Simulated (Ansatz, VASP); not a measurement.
## One calculation of WS2, two programs

```xyz
12
Lattice="-6.2408 0.0000 0.0000 -3.1204 5.4047 0.0000 -3.1204 1.8016 -5.8414" Properties=species:S:1:pos:R:3 pbc="T T T"
W    -6.2408    5.4047   -0.0112
W    -4.6806    2.7023   -0.0112
W    -9.3612    5.4047   -0.0112
W    -7.8010    2.7023   -0.0112
S    -6.2408    5.4047   -4.2849
S    -4.6806    2.7023   -4.2849
S    -9.3612    5.4047   -4.2849
S    -7.8010    2.7023   -4.2849
S    -3.4142    3.4335   -1.2853
S    -1.5602    0.9008   -1.5809
S    -6.2408    3.6031   -1.5809
S    -4.6806    0.9008   -1.5809
```

Alike in both runs: task single point; functional PBEsol; dispersion D3(BJ); k mesh 6 × 6 × 6; occupations gaussian, width 0.05 eV; no spin polarisation.

|  | VASP | Ansatz |
| --- | --- | --- |
| version | VASP 6.6.1 | Ansatz 0.2.0 |
| potentials or method | VASP PAW PBE potentials, release 64 (W_sv, S), cutoff 520 eV | scalar-relativistic, plane waves, PAW |
| valence electrons in the cell | 104 | 104 |

VASP gave:

- gap on the k mesh at the Fermi level (eV): 0.60
- least direct gap on the mesh (eV): 1.50
- pressure (GPa): 8.5
- traceless stress, the component that is largest in VASP (GPa): -8.74
- rms of the force components (eV/Å): 3.289

Question: What did Ansatz give for the same quantities?

Answer: gap on the k mesh at the Fermi level (eV): 0.58; least direct gap on the mesh (eV): 1.47; pressure (GPa): 8.4; traceless stress, the component that is largest in VASP (GPa): -8.78; rms of the force components (eV/Å): 3.300.

VASP's potentials were made for PBE, not for PBEsol. Atom by atom the forces differ by 0.016 eV/Å (rms over components).

Neither program's run includes spin-orbit coupling.
